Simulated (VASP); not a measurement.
Set up this calculation in VASP 6.6.1, as the native input.

| Item | Value |
| --- | --- |
| Task | single point |
| Functional | PBE |
| Potentials or basis | VASP PAW PBE potentials, release 64 (Mg, S, O) |
| Cutoff | 520 eV |
| k mesh | 4 × 4 × 4 |
| Occupations | gaussian, width 0.1 eV |
| Spin | no spin polarisation |
| Dipole correction | no |
| Further INCAR settings | ALGO = Normal; EDIFF = 1e-07; NBANDS = 21 |

The structure of Mg3S2O lies in POSCAR:

```
Mg3S2O
1.0
    5.4234640421      0.0000000000      0.0000000000
    0.0000000000      5.4234640421      0.0000000000
    0.0000000000      0.0000000000      4.4563073056
Mg S O
3 2 1
Direct
    0.0000000000      0.5000000000      0.5000000000
    0.5000000000      0.0000000000      0.5000000000
    0.5000000000      0.5000000000      0.5000000000
    0.5000000000      0.5000000000      0.0000000000
    0.0000000000      0.0000000000      0.5000000000
    0.0000000000      0.0000000000      0.0000000000
```

The cell was built from a structure type or drawn by symmetry, and may not be a known phase.

One way to write it, as run:

INCAR

```
PREC = Accurate
ENCUT = 520
EDIFF = 1E-7
ISMEAR = 0
SIGMA = 0.1
LREAL = False
LASPH = True
NELM = 100
ALGO = Normal
ISIF = 2
LWAVE = False
LCHARG = True
GGA = PE
LELF = True
LVHAR = True
NBANDS = 21
```

KPOINTS

```
regular mesh
0
Gamma
  4 4 4
```

Potentials or basis: VASP PAW PBE potentials, release 64 (Mg, S, O).

The run is started by

```bash
$ cat potpaw_PBE.64/Mg/POTCAR potpaw_PBE.64/S/POTCAR potpaw_PBE.64/O/POTCAR > POTCAR
$ mpirun -np 1 vasp_std > vasp.out
```

Results of the run:

```
Pressure               : 0.1 GPa
Band gap on the k mesh : zero (bands 12 and 13 overlap by 0.75 eV)
```

Caveat: semilocal functionals underestimate gaps, so a narrow gap can read as zero.

Wall time 33 s on 1 thread of AMD EPYC 9R45 96-Core Processor (Zen 5), on a shared host, peak memory 0.21 GiB.
